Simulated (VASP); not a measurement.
# MgGe2 (P1) in VASP: notebook

The runs below take MgGe2 through single point, with PBE.

Program: VASP 6.6.1. These are calculated values, not measurements. Logs are shortened: lines on timing, memory, paths and dates and some standing lists are left out, and cuts for length are marked.

## Step 1: The cell of the first run

The typed cell holds 6 atoms: a = 5.823 Å, b = 5.823 Å, c = 6.815 Å, α = 116.59°, β = 116.59°, γ = 37.04°.

## Step 2: Single point, PBE

File INCAR:

```
SYSTEM = MgGe2
  ALGO = Normal
  EDIFF = 1E-7
  ENCUT = 520
  GGA = PE
  ISIF = 2
  ISMEAR = 0
  LASPH = .True.
  LCHARG = .False.
  LREAL = .False.
  LWAVE = .False.
  NBANDS = 39
  NELM = 60
  PREC = Accurate
  SIGMA = 0.05
```

File KPOINTS:

```
k-points
0
Gamma
  6 6 3
  0 0 0
```

File POSCAR:

```
MgGe2
1.0
    5.5214850000     -1.8498460000      0.0000000000
    5.5214850000      1.8498460000      0.0000000000
   -3.2176250000      0.0000000000      6.0077740000
Ge Mg
4 2
Direct
    0.5339380000      0.5297690000      0.2994270000
    0.4660810000      0.4781670000      0.7036410000
    0.8806310000      0.8771360000      0.9876320000
    0.1191580000      0.1231920000      0.0203880000
    0.8090910000      0.8170940000      0.3520260000
    0.1787370000      0.1841300000      0.6529260000
```

Potentials or basis: VASP PAW PBE potentials, release 64 (Ge_d, Mg).

Launch:

```
$ cat potpaw_PBE.64/Ge_d/POTCAR potpaw_PBE.64/Mg/POTCAR > POTCAR
$ mpirun -np 1 vasp_std > vasp.out
```

OUTCAR:

```text
SYSTEM = MgGe2
   EDIFF = 1E-7
   ENCUT = 520
   GGA = PE
   ISIF = 2
   ISMEAR = 0
   LASPH = .True.
   LREAL = .False.
   NELM = 60
   PREC = Accurate

 ion  position               nearest neighbor table
   1  0.534  0.530  0.299-   3 2.72   3 2.72   6 2.85   6 2.87   5 2.95   5 3.18   5 3.21
   2  0.466  0.478  0.704-   4 2.72   4 2.74   5 2.87   5 2.88   6 3.06   6 3.10   6 3.11
   3  0.881  0.877  0.988-   4 2.58   1 2.72   1 2.72   5 2.90   6 2.94   6 2.96
   4  0.119  0.123  0.020-   3 2.58   2 2.72   2 2.74   6 2.88   5 2.91   5 2.92
   5  0.809  0.817  0.352-   2 2.87   2 2.88   3 2.90   4 2.91   4 2.92   1 2.95   1 3.18   1 3.21
                             6 3.54   6 3.55   6 3.59
   6  0.179  0.184  0.653-   1 2.85   1 2.87   4 2.88   3 2.94   3 2.96   2 3.06   2 3.10   2 3.11
                             5 3.54   5 3.55   5 3.59

  LATTYP: Found a base centered monoclinic cell.
 ALAT       =    11.0429700000
 B/A-ratio  =     0.3350268995
 C/A-ratio  =     0.6171495446
 COS(beta)  =    -0.4721273096

  Lattice vectors:

 A1 = (   5.5214850000,  -1.8498460000,   0.0000000000)
 A2 = (   5.5214850000,   1.8498460000,   0.0000000000)
 A3 = (  -3.2176250000,   0.0000000000,   6.0077740000)

Analysis of symmetry for initial positions (statically):
=====================================================================
 Subroutine PRICEL returns:
 Original cell was already a primitive cell.

 Routine SETGRP: Setting up the symmetry group for a
 base centered monoclinic supercell.

 Subroutine GETGRP returns: Found  1 space group operations
 (whereof  1 operations were pure point group operations)
 out of a pool of  4 trial point group operations.

The static configuration has the point symmetry C_1 .

Analysis of symmetry for dynamics (positions and initial velocities):
=====================================================================
 Subroutine PRICEL returns:
 Original cell was already a primitive cell.

 Routine SETGRP: Setting up the symmetry group for a
 base centered monoclinic supercell.

 Subroutine GETGRP returns: Found  1 space group operations
 (whereof  1 operations were pure point group operations)
 out of a pool of  4 trial point group operations.

The dynamic configuration has the point symmetry C_1 .

 Subroutine INISYM returns: Found  1 space group operations
 (whereof  1 operations are pure point group operations),
 and found     1 'primitive' translations

----------------------------------------------------------------------------------------

                                     Primitive cell

  volume of cell :     122.7256

  direct lattice vectors                    reciprocal lattice vectors
     5.521485000 -1.849846000  0.000000000     0.090555349 -0.270292770  0.048499353
     5.521485000  1.849846000  0.000000000     0.090555349  0.270292770  0.048499353
    -3.217625000  0.000000000  6.007774000     0.000000000  0.000000000  0.166451002

  length of vectors
     5.823120025  5.823120025  6.815163907     0.289155045  0.289155045  0.166451002

  position of ions in fractional coordinates (direct lattice)
     0.533938000  0.529769000  0.299427000
     0.466081000  0.478167000  0.703641000
     0.880631000  0.877136000  0.987632000
     0.119158000  0.123192000  0.020388000
     0.809091000  0.817094000  0.352026000
     0.178737000  0.184130000  0.652926000

  ion indices of the primitive-cell ions
   primitive index   ion index
                 1           1
                 2           2
                 3           3
                 4           4
                 5           5
                 6           6

----------------------------------------------------------------------------------------

 KPOINTS: k-points

Automatic generation of k-mesh.
 Grid dimensions read from file:
 generate k-points for:    6    6    3

 Generating k-lattice:

  Cartesian coordinates                     Fractional coordinates (reciprocal lattice)
     0.015092558 -0.045048795  0.008083226     0.166666667  0.000000000 -0.000000000
     0.015092558  0.045048795  0.008083226     0.000000000  0.166666667 -0.000000000
     0.000000000  0.000000000  0.055483667     0.000000000  0.000000000  0.333333333

  Length of vectors
     0.048192508  0.048192508  0.055483667

  Shift w.r.t. Gamma in fractional coordinates (k-lattice)
     0.000000000  0.000000000  0.000000000

 Subroutine IBZKPT returns following result:
 ===========================================

 Found     56 irreducible k-points:

 Following reciprocal coordinates:
            Coordinates               Weight
  0.000000  0.000000  0.000000      1.000000
  0.166667  0.000000 -0.000000      2.000000
 -0.000000 -0.166667  0.000000      2.000000
  0.333333  0.000000  0.000000      2.000000
  0.000000 -0.333333  0.000000      2.000000
  0.500000  0.000000 -0.000000      1.000000
[... 16 lines left out ...]
 -0.000000 -0.166667 -0.333333      2.000000
  0.333333  0.000000  0.333333      2.000000
 [... further k-points ...]
   k-points           NKPTS =     56   k-points in BZ     NKDIM =     56   number of bands    NBANDS=     39
   number of dos      NEDOS =    301   number of ions     NIONS =      6
   total plane-waves  NPLWV = 124416
   dimension x,y,z NGX =    48 NGY =   48 NGZ =   54
   dimension x,y,z NGXF=    96 NGYF=   96 NGZF=  108
   ions per type =               4   2
   NGX,Y,Z   is equivalent  to a cutoff of  13.70, 13.70, 13.17 a.u.
   NGXF,Y,Z  is equivalent  to a cutoff of  27.41, 27.41, 26.35 a.u.
 SYSTEM =  MgGe2
   PREC   = accura    normal or accurate (medium, high low for compatibility)
   ISTART =      0    job   : 0-new  1-cont  2-samecut
   ICHARG =      2    charge: 1-file 2-atom 10-const
   ISPIN  =      1    spin polarized calculation?
   LNONCOLLINEAR =      F non collinear calculations
   LSORBIT =      F    spin-orbit coupling
   LASPH  =      T    aspherical Exc in radial PAW
   ENCUT  =  520.0 eV  38.22 Ry    6.18 a.u.  10.83 10.83 12.67*2*pi/ulx,y,z
   NELM   =     60;   NELMIN=  2; NELMDL= -5     # of ELM steps
   EDIFF  = 0.1E-06   stopping-criterion for ELM
   LREAL  =      F    real-space projection
   EDIFFG = 0.1E-05   stopping-criterion for IOM
   NSW    =      0    number of steps for IOM
   IBRION =     -1    ionic relax: 0-MD 1-quasi-New 2-CG
   NFREE  =      0    steps in history (QN), initial steepest desc. (CG)
   ISIF   =      2    stress and relaxation
   ISYM   =      2    0-nonsym 1-usesym 2-fastsym
   POTIM  = 0.5000    time-step for ionic-motion
   TEBEG  =    0.0;   TEEND  =   0.0 temperature during run
   PSTRESS=    0.0 pullay stress
   NELECT =      60.0000    total number of electrons
   NUPDOWN=      -1.0000    fix difference up-down
   EMIN   =  10.00;   EMAX   =-10.00  energy-range for DOS
   EFERMI =   0.00;   METHOD = LEGACY
   ISMEAR =     0;   SIGMA  =   0.05  broadening in eV -4-tet -1-fermi 0-gaus
   EFERMI_NEDOS =   21; number of points for ismear=-14 and -15
   IALGO  =     38    algorithm
   IMIX   =      4    mixing-type and parameters
     AMIX     =   0.40;   BMIX     =  1.00
     AMIX_MAG =   1.60;   BMIX_MAG =  1.00
  volume/ion in A,a.u.               =      20.45       138.03
  Fermi-wavevector in a.u.,A,eV,Ry     =   1.289675  2.437132 22.630043  1.663261
  Thomas-Fermi vector in A             =   2.421553
   LORBIT       =      0    0 simple, 1 ext, 2 COOP (PROOUT), +10 PAW based schemes
   GGA     = PE    functional components
   LHFCALC =     F    Hartree Fock is set to
   AEXX    =    0.0000 exact exchange contribution
   IVDW    =     0    specifies the selected vdW correction
   LEPSILON=     F    determine dielectric tensor
   LRPA    =     F    only Hartree local field effects (RPA)
 non-spin polarized calculation
 Gauss-broadening in eV      SIGMA  =   0.05
  energy-cutoff  :      520.00
  volume of cell :      122.73
 maximum number of plane-waves:      3319
 NGX is ok and might be reduce to    48
   NGX = 21   NGY = 21   NGZ = 25

 number of electron      60.0000005 magnetization

 Free energy of the ion-electron system (eV)
  ---------------------------------------------------
  ext. energy  EPLUGINS =         0.00000000
  ---------------------------------------------------
  free energy    TOTEN  =       -20.80651810 eV

  energy without entropy =      -20.80366822  energy(sigma->0) =      -20.80509316

 E-fermi :   5.0432     XC(G=0): -10.1377

 val. band max:        5.0230081129   @ k =  -0.1667   0.3333   0.3333
 cond. band min:       5.0543238852   @ k =  -0.3333   0.1667  -0.3333
 fundamental gap:      0.0313157723
 Fermi energy:         5.0432023712

 k-point     1 :       0.0000    0.0000    0.0000
  band No.  band energies     occupation
      1     -19.5669      2.00000
      2     -19.5659      2.00000
      3     -19.5645      2.00000
      4     -19.5440      2.00000
      5     -19.5358      2.00000
      6     -19.5326      2.00000
[... 31 lines left out ...]
     38      10.3645      0.00000
     39      10.8890      0.00000

 k-point     2 :       0.1667    0.0000   -0.0000
  band No.  band energies     occupation
      1     -19.5659      2.00000
      2     -19.5630      2.00000
      3     -19.5613      2.00000
      4     -19.5446      2.00000
      5     -19.5352      2.00000
      6     -19.5278      2.00000
[... 31 lines left out ...]
     38      10.8194      0.00000
     39      10.9465      0.00000

 k-point     3 :      -0.0000   -0.1667    0.0000
  band No.  band energies     occupation
      1     -19.5659      2.00000
      2     -19.5629      2.00000
      3     -19.5612      2.00000
      4     -19.5447      2.00000
      5     -19.5352      2.00000
      6     -19.5278      2.00000
[... 31 lines left out ...]
     38      10.7879      0.00000
     39      10.9616      0.00000

 k-point     4 :       0.3333    0.0000    0.0000
  band No.  band energies     occupation
      1     -19.5640      2.00000
      2     -19.5565      2.00000
      3     -19.5555      2.00000
      4     -19.5436      2.00000
      5     -19.5340      2.00000
      6     -19.5174      2.00000
[... 31 lines left out ...]
     38      10.6215      0.00000
     39      11.2663      0.00000
[... 754 lines left out ...]
     38      10.4461      0.00000
     39      11.5833      0.00000

 k-point    23 :      -0.0000   -0.1667   -0.3333
  band No.  band energies     occupation
      1     -19.5660      2.00000
      2     -19.5647      2.00000
      3     -19.5590      2.00000
      4     -19.5420      2.00000
      5     -19.5333      2.00000
      6     -19.5249      2.00000
[... 31 lines left out ...]
     38      10.4646      0.00000
     39      11.5810      0.00000

 k-point    24 :       0.3333    0.0000    0.3333
  band No.  band energies     occupation
      1     -19.5640      2.00000
      2     -19.5607      2.00000
      3     -19.5514      2.00000
      4     -19.5422      2.00000
      5     -19.5325      2.00000
      6     -19.5156      2.00000
[... 31 lines left out ...]
     38      10.2170      0.00000
     39      10.7420      0.00000

 [... further k-points ...]

------------------------ aborting loop because EDIFF is reached ----------------------------------------

  FORCE on cell =-STRESS in cart. coord.  units (eV):
  Direction    XX          YY          ZZ          XY          YZ          ZX
  --------------------------------------------------------------------------------------
  -------------------------------------------------------------------------------------
  Total       -0.3493533     -1.1260215     -0.3885270     -0.0059845      0.1228459     -0.4320347
  in kB       -4.5607926    -14.7001650     -5.0722046     -0.0781274      1.6037479     -5.6401953
  external PRESSURE =      -8.1110541 kB  Pullay stress =       0.0000000 kB

 VOLUME and BASIS-vectors are now :
 -----------------------------------------------------------------------------
  energy-cutoff  :      520.00
  volume of cell :      122.73
      direct lattice vectors                 reciprocal lattice vectors
     5.521485000 -1.849846000  0.000000000     0.090555349 -0.270292770  0.048499353
     5.521485000  1.849846000  0.000000000     0.090555349  0.270292770  0.048499353
    -3.217625000  0.000000000  6.007774000     0.000000000  0.000000000  0.166451002

 POSITION                                       TOTAL-FORCE (eV/Angst)
 -----------------------------------------------------------------------------------
      4.90980     -0.00771      1.79889        -0.108714      0.025828     -0.143380
      2.94960      0.02236      4.22732        -0.041104     -0.036325      0.108200
      6.52765     -0.00647      5.93347         0.156701      0.005600      0.164128
      1.27253      0.00746      0.12249        -0.167796      0.025284     -0.196958
      7.84627      0.01480      2.11489         0.046264     -0.002945      0.054947
     -0.09731      0.00998      3.92263         0.114648     -0.017442      0.013064
 -----------------------------------------------------------------------------------
    total drift:                                0.000432     -0.000047      0.000370

  FREE ENERGIE OF THE ION-ELECTRON SYSTEM (eV)
  ---------------------------------------------------
  free  energy   TOTEN  =       -20.8065180985 eV

  energy  without entropy=      -20.8036682207  energy(sigma->0) =      -20.80509316
```

Wall time 3.8 min (1 thread of Intel Xeon 6975P-C (Granite Rapids), shared host); peak memory 0.46 GiB.

What came out:

* Free energy: -20.8065 eV
* Pressure: -0.8 GPa
* Largest force: 0.260 eV/Å
* Band gap on the k mesh: zero (bands 30 and 31 overlap by 2.12 eV)

Forces on the atoms (eV/Å):
```
Ge  -0.109  0.026 -0.143
Ge  -0.041 -0.036  0.108
Ge   0.157  0.006  0.164
Ge  -0.168  0.025 -0.197
Mg   0.046 -0.003  0.055
Mg   0.115 -0.017  0.013
```

[end of part 1 of 2]

The gap in the log of VASP goes by the Fermi energy; the results here count the filled bands.